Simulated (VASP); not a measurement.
# LiAl5 (P4/mmm) in VASP: further runs, part 2 of 2

VASP 6.6.1. Earlier steps stand in the parts before.

## Step 4: Single point, PBE (volume scaled by 0.94, then relaxed in part)

INCAR reads:

```
SYSTEM = LiAl5
ALGO     = Fast           ! electronic algorithm
EDIFF    = 1E-6           ! SCF threshold, eV
ENCUT    = 520            ! plane-wave cutoff, eV
GGA      = PE             ! functional
ISIF     = 2              ! what is computed and relaxed
ISMEAR   = 0              ! smearing method
LASPH    = .True.         ! aspherical terms in the spheres
LCHARG   = .True.         ! write CHGCAR
LELF     = .True.         ! ELF
LREAL    = .False.        ! projectors in reciprocal space
LVHAR    = .True.       
LWAVE    = .False.        ! write WAVECAR
NBANDS   = 18             ! bands
NELM     = 60             ! most SCF steps
PREC     = Accurate       ! precision mode
SIGMA    = 0.1            ! smearing width, eV
```

KPOINTS reads:

```
k-points
0
Gamma
  12 12 4
  0 0 0
```

POSCAR reads:

```
LiAl5
1.0
    2.8172752496      0.0000000000      0.0000000000
    0.0000000000      2.8172752496      0.0000000000
    0.0000000000      0.0000000000     11.8228787475
Li Al
1 5
Direct
    0.0000000000      0.0000000000      0.0000000000
    0.5000000000      0.5000000000      0.8328688376
    0.0000000000      0.0000000000      0.6667119479
    0.5000000000      0.5000000000      0.5000000000
    0.0000000000      0.0000000000      0.3332880521
    0.5000000000      0.5000000000      0.1671311624
```

Potentials or basis: VASP PAW PBE potentials, release 64 (Li_sv, Al).

Launch:

```bash
cat potpaw_PBE.64/Li_sv/POTCAR potpaw_PBE.64/Al/POTCAR > POTCAR
mpirun -np 1 vasp_std > vasp.out
```

OUTCAR:

```text
SYSTEM = LiAl5
   EDIFF = 1E-6
   ENCUT = 520
   GGA = PE
   ISIF = 2
   ISMEAR = 0
   LASPH = .True.
   LREAL = .False.
   NELM = 60
   PREC = Accurate

 ion  position               nearest neighbor table
   1  0.000  0.000  0.000-   2 2.81   6 2.81   2 2.81   6 2.81   2 2.81   6 2.81   2 2.81   6 2.81

   2  0.500  0.500  0.833-   3 2.80   3 2.80   3 2.80   3 2.80   1 2.81   1 2.81   1 2.81   1 2.81

   3  0.000  0.000  0.667-   2 2.80   2 2.80   2 2.80   2 2.80   4 2.80   4 2.80   4 2.80   4 2.80

   4  0.500  0.500  0.500-   3 2.80   5 2.80   3 2.80   5 2.80   3 2.80   5 2.80   3 2.80   5 2.80

   5  0.000  0.000  0.333-   6 2.80   6 2.80   6 2.80   6 2.80   4 2.80   4 2.80   4 2.80   4 2.80

   6  0.500  0.500  0.167-   5 2.80   5 2.80   5 2.80   5 2.80   1 2.81   1 2.81   1 2.81   1 2.81

  LATTYP: Found a simple tetragonal cell.
 ALAT       =     2.8172752496
 C/A-ratio  =     4.1965650141

  Lattice vectors:

 A1 = (   2.8172752496,   0.0000000000,   0.0000000000)
 A2 = (   0.0000000000,   2.8172752496,   0.0000000000)
 A3 = (   0.0000000000,   0.0000000000,  11.8228787475)

Analysis of symmetry for initial positions (statically):
=====================================================================
 Subroutine PRICEL returns:
 Original cell was already a primitive cell.

 Routine SETGRP: Setting up the symmetry group for a
 simple tetragonal supercell.

 Subroutine GETGRP returns: Found 16 space group operations
 (whereof 16 operations were pure point group operations)
 out of a pool of 16 trial point group operations.

The static configuration has the point symmetry D_4h.

Analysis of symmetry for dynamics (positions and initial velocities):
=====================================================================
 Subroutine PRICEL returns:
 Original cell was already a primitive cell.
[... 138 lines left out ...]
  Fermi-wavevector in a.u.,A,eV,Ry     =   0.944144  1.784174 12.128350  0.891409
  Thomas-Fermi vector in A             =   2.071921
   LORBIT       =      0    0 simple, 1 ext, 2 COOP (PROOUT), +10 PAW based schemes
   GGA     = PE    functional components
   LHFCALC =     F    Hartree Fock is set to
   AEXX    =    0.0000 exact exchange contribution
   IVDW    =     0    specifies the selected vdW correction
   LEPSILON=     F    determine dielectric tensor
   LRPA    =     F    only Hartree local field effects (RPA)
 non-spin polarized calculation
 RMM-DIIS sequential band-by-band and
 Gauss-broadening in eV      SIGMA  =   0.10
  energy-cutoff  :      520.00
  volume of cell :       93.84
 maximum number of plane-waves:      2584
 NGX is ok and might be reduce to    24
   NGX = 11   NGY = 11   NGZ = 43

 number of electron      18.0000001 magnetization

 Free energy of the ion-electron system (eV)
  ---------------------------------------------------
  ext. energy  EPLUGINS =         0.00000000
  ---------------------------------------------------
  free energy    TOTEN  =       -20.83659537 eV

  energy without entropy =      -20.82541438  energy(sigma->0) =      -20.83100488

 E-fermi :   7.3458     XC(G=0):  -9.9802

 val. band max:        7.3412776209   @ k =   0.4167   0.4167   0.0000
 cond. band min:       7.3543669394   @ k =   0.3333   0.3333   0.0000
 fundamental gap:      0.0130893186
 Fermi energy:         7.3458481057

 k-point     1 :       0.0000    0.0000    0.0000
  band No.  band energies     occupation
      1     -38.7046      2.00000
      2      -3.8531      2.00000
      3      -2.9346      2.00000
      4      -1.5894      2.00000
      5       0.5959      2.00000
      6       2.1106      2.00000
[... 481 lines left out ...]
      5       4.1973      2.00000
      6       5.0442      2.00000
[... 10 lines left out ...]
     17      11.0602      0.00000
     18      11.7863      0.00000

 [... further k-points ...]

------------------------ aborting loop because EDIFF is reached ----------------------------------------

  FORCE on cell =-STRESS in cart. coord.  units (eV):
  Direction    XX          YY          ZZ          XY          YZ          ZX
  --------------------------------------------------------------------------------------
  -------------------------------------------------------------------------------------
  Total        2.4009133      2.4009133      2.3978910      0.0000000      0.0000000     -0.0000000
  in kB       40.9925807     40.9925807     40.9409789      0.0000000      0.0000000     -0.0000000
  external PRESSURE =      40.9753801 kB  Pullay stress =       0.0000000 kB

 VOLUME and BASIS-vectors are now :
 -----------------------------------------------------------------------------
  energy-cutoff  :      520.00
  volume of cell :       93.84
      direct lattice vectors                 reciprocal lattice vectors
     2.817275250  0.000000000  0.000000000     0.354952893  0.000000000  0.000000000
     0.000000000  2.817275250  0.000000000     0.000000000  0.354952893  0.000000000
     0.000000000  0.000000000 11.822878748     0.000000000  0.000000000  0.084581769

 POSITION                                       TOTAL-FORCE (eV/Angst)
 -----------------------------------------------------------------------------------
      0.00000      0.00000      0.00000        -0.000000      0.000000     -0.000000
      1.40864      1.40864      9.84691         0.000000     -0.000000     -0.004491
      0.00000      0.00000      7.88245        -0.000000      0.000000      0.001272
      1.40864      1.40864      5.91144        -0.000000      0.000000     -0.000000
      0.00000      0.00000      3.94042        -0.000000      0.000000     -0.001272
      1.40864      1.40864      1.97597         0.000000     -0.000000      0.004491
 -----------------------------------------------------------------------------------
    total drift:                               -0.000000      0.000000     -0.000000

  FREE ENERGIE OF THE ION-ELECTRON SYSTEM (eV)
  ---------------------------------------------------
  free  energy   TOTEN  =       -20.8365953732 eV

  energy  without entropy=      -20.8254143778  energy(sigma->0) =      -20.83100488
```

stdout:

```text
POSCAR found type information on POSCAR LiAl
 POSCAR found :  2 types and       6 ions
 scaLAPACK will be used
 LDA part: xc-table for (Slater+PW92), standard interpolation
 POSCAR, INCAR and KPOINTS ok, starting setup
 FFT: planning ... GRIDC
 FFT: planning ... GRID_SOFT
 FFT: planning ... GRID
 WAVECAR not read
 entering main loop
```

It took 2.9 min on 1 thread of AMD EPYC 7R43 (Zen 3), shared host; peak memory 0.24 GiB.

What came out:

| Item | Value |
| --- | --- |
| Free energy | -20.8366 eV |
| Largest force | 0.004 eV/Å |
| Band gap on the k mesh | zero (band 9 reaches 12.75 eV, above the bottom of band 10 at 5.47 eV) |

Forces on the atoms (eV/Å):
```
Li   0.000  0.000  0.000
Al   0.000  0.000 -0.004
Al   0.000  0.000  0.001
Al   0.000  0.000  0.000
Al   0.000  0.000 -0.001
Al   0.000  0.000  0.004
```

Levels at points of the mesh, in eV from the Fermi level:
```tsv
k point	band 6	band 7	band 8	band 9	band 10	band 11	band 12	band 13
(0.00, 0.00, 0.00)	-5.24	-2.13	0.02	5.40	5.47	5.96	5.96	6.17
(0.50, 0.00, 0.00)	-4.68	-4.42	-2.29	-2.22	-1.87	-0.11	2.10	2.27
(0.50, 0.50, 0.00)	-1.45	-1.33	-0.95	-0.95	-0.67	-0.31	0.65	0.76
(0.00, 0.00, 0.50)	-4.21	-3.45	1.75	2.76	5.49	5.99	5.99	6.27
(0.50, 0.00, 0.50)	-4.37	-4.11	-3.52	-2.37	0.03	0.18	0.36	1.58
(0.50, 0.50, 0.50)	-1.42	-1.34	-0.80	-0.55	-0.55	-0.26	0.47	0.47
```

Caveat: the cell differs from its parent crystal (volume scaled by 0.94, then relaxed in part); the cutoff is under 1.25 times the usual one of these potentials, so pressure, stress and relaxed cells hold a basis-set (Pulay) error.

## Step 5: Single point, PBE (volume scaled by 0.97, then relaxed in part)

INCAR reads:

```
SYSTEM = LiAl5
  PREC = Accurate
  ENCUT = 520
  EDIFF = 1E-7
  ISMEAR = 0
  SIGMA = 0.1
  LREAL = .FALSE.
  LASPH = .TRUE.
  NELM = 80
  ALGO = Fast
  ISIF = 2
  LWAVE = .FALSE.
  LCHARG = .FALSE.
  GGA = PE
  NBANDS = 18
```

KPOINTS reads:

```
regular mesh
0
G
  12 12 4
  0 0 0
```

POSCAR reads:

```
LiAl5
1.0
    2.8423624599      0.0000000000      0.0000000000
    0.0000000000      2.8423624599      0.0000000000
    0.0000000000      0.0000000000     11.9857926098
Li Al
1 5
Direct
    0.0000000000      0.0000000000      0.0000000000
    0.5000000000      0.5000000000      0.8305803293
    0.0000000000      0.0000000000      0.6656458688
    0.5000000000      0.5000000000      0.5000000000
    0.0000000000      0.0000000000      0.3343541312
    0.5000000000      0.5000000000      0.1694196707
```

Launch:

```bash
cat potpaw_PBE.64/Li_sv/POTCAR potpaw_PBE.64/Al/POTCAR > POTCAR
mpirun -np 1 vasp_std > vasp.out
```

It took 3.5 min on 1 thread of AMD EPYC 7R43 (Zen 3), shared host; peak memory 0.25 GiB.

Results (log left out):

```yaml
Free_energy: -20.8926 eV
Largest_force: 0.004 eV/Å
Band_gap_on_the_k_mesh: zero (band 9 reaches 12.29 eV, above the bottom of band 10 at 5.24 eV)
```

Forces in eV/Å, atoms in the order of the input:
```
Li   0.000  0.000  0.000
Al   0.000  0.000 -0.004
Al   0.000  0.000  0.000
Al   0.000  0.000  0.000
Al   0.000  0.000  0.000
Al   0.000  0.000  0.004
```

Levels at points of the mesh, in eV from the Fermi level:
```tsv
k point	band 5	band 6	band 7	band 8	band 9	band 10	band 11	band 12	band 13	band 14
(0.00, 0.00, 0.00)	-6.65	-5.13	-2.13	-0.01	5.24	5.45	5.82	5.82	5.98	6.32
(0.50, 0.00, 0.00)	-5.60	-4.60	-4.32	-2.29	-2.19	-1.81	-0.10	2.01	2.23	3.62
(0.50, 0.50, 0.00)	-1.94	-1.46	-1.34	-0.89	-0.89	-0.68	-0.33	0.68	0.71	1.35
(0.00, 0.00, 0.50)	-7.06	-4.17	-3.38	1.68	2.66	5.46	5.85	5.85	6.24	6.51
(0.50, 0.00, 0.50)	-5.62	-4.28	-4.09	-3.40	-2.32	0.04	0.11	0.34	1.56	5.91
(0.50, 0.50, 0.50)	-2.06	-1.43	-1.35	-0.80	-0.54	-0.54	-0.29	0.53	0.53	0.61
```

Caveat: the cell differs from its parent crystal (volume scaled by 0.97, then relaxed in part); the cutoff is under 1.25 times the usual one of these potentials, so pressure, stress and relaxed cells hold a basis-set (Pulay) error.

## Step 6: Single point, PBE

This run uses another cell than the first one, of 16.64 Å³/atom, 0.991 times its volume.

INCAR, as its differences from that of step 5:

```diff
@@ -3,3 +3,3 @@
   ENCUT = 520
-  EDIFF = 1E-7
+  EDIFF = 1E-6
   ISMEAR = 0
@@ -8,3 +8,3 @@
   LASPH = .TRUE.
-  NELM = 80
+  NELM = 100
   ALGO = Fast
```

KPOINTS reads:

```
Automatic mesh
0
G
  12 12 4
  0 0 0
```

POSCAR reads:

```
LiAl5
1.0
    2.8675493729      0.0000000000      0.0000000000
    0.0000000000      2.8675493729      0.0000000000
    0.0000000000      0.0000000000     12.1403758838
Li Al
1 5
Direct
    0.0000000000      0.0000000000      0.0000000000
    0.5000000000      0.5000000000      0.8283751105
    0.0000000000      0.0000000000      0.6646182190
    0.5000000000      0.5000000000      0.5000000000
    0.0000000000      0.0000000000      0.3353817810
    0.5000000000      0.5000000000      0.1716248895
```

Potentials or basis: VASP PAW PBE potentials, release 64 (Li_sv, Al).

Launch:

```bash
cat potpaw_PBE.64/Li_sv/POTCAR potpaw_PBE.64/Al/POTCAR > POTCAR
mpirun -np 1 vasp_std > vasp.out
```

Wall time 2.6 min (1 thread of AMD EPYC 7R43 (Zen 3), shared host); peak memory 0.25 GiB.

Results (log left out):

```
Free energy            : -20.9099 eV
Band gap on the k mesh : zero (band 9 reaches 11.86 eV, above the bottom of band 10 at 5.03 eV)
```

Forces on the atoms (eV/Å):
```
Li   0.000  0.000  0.000
Al   0.000  0.000 -0.003
Al   0.000  0.000  0.000
Al   0.000  0.000  0.000
Al   0.000  0.000  0.000
Al   0.000  0.000  0.003
```

Levels at points of the mesh, in eV from the Fermi level:
```csv
k point,band 7,band 8,band 9,band 10,band 11,band 12
"(0.00, 0.00, 0.00)",-2.11,-0.03,5.09,5.42,5.68,5.68
"(0.50, 0.00, 0.00)",-4.23,-2.29,-2.14,-1.74,-0.09,1.95
"(0.50, 0.50, 0.00)",-1.36,-0.84,-0.84,-0.69,-0.37,0.64
"(0.00, 0.00, 0.50)",-3.31,1.62,2.56,5.43,5.70,5.70
"(0.50, 0.00, 0.50)",-4.08,-3.30,-2.27,0.05,0.06,0.34
"(0.50, 0.50, 0.50)",-1.37,-0.81,-0.53,-0.53,-0.33,0.58
```

Caveat: the cutoff is under 1.25 times the usual one of these potentials, so pressure, stress and relaxed cells hold a basis-set (Pulay) error.

## Step 7: Overview

```csv
cell,k mesh,further INCAR settings,gap on the mesh (eV),largest force (eV/Å)
"a = 3.226, b = 3.226, c = 9.678 Å, 6 atoms",6 × 6 × 2,ALGO = Fast; EDIFF = 1e-06; NBANDS = 18,none,0.26
"a = 2.792, b = 2.792, c = 11.650 Å, 6 atoms",12 × 12 × 4,ALGO = Fast; EDIFF = 1e-07; NBANDS = 18,none,0.01
"a = 2.817, b = 2.817, c = 11.823 Å, 6 atoms",12 × 12 × 4,ALGO = Fast; EDIFF = 1e-06; NBANDS = 18,none,-
"a = 2.842, b = 2.842, c = 11.986 Å, 6 atoms",12 × 12 × 4,ALGO = Fast; EDIFF = 1e-07; NBANDS = 18,none,-
"a = 2.868, b = 2.868, c = 12.140 Å, 6 atoms",12 × 12 × 4,ALGO = Fast; EDIFF = 1e-06; NBANDS = 18,none,-
```

Alike in all rows: task single point; level PBE; potentials or basis VASP PAW PBE potentials, release 64 (Li_sv, Al); no spin polarisation; cutoff (eV) 520; smearing gaussian 0.1 eV.

Caveats: the cutoff is under 1.25 times the usual one of these potentials, so pressure, stress and relaxed cells hold a basis-set (Pulay) error.

Absolute energies hang on the potentials; compare differences alone.
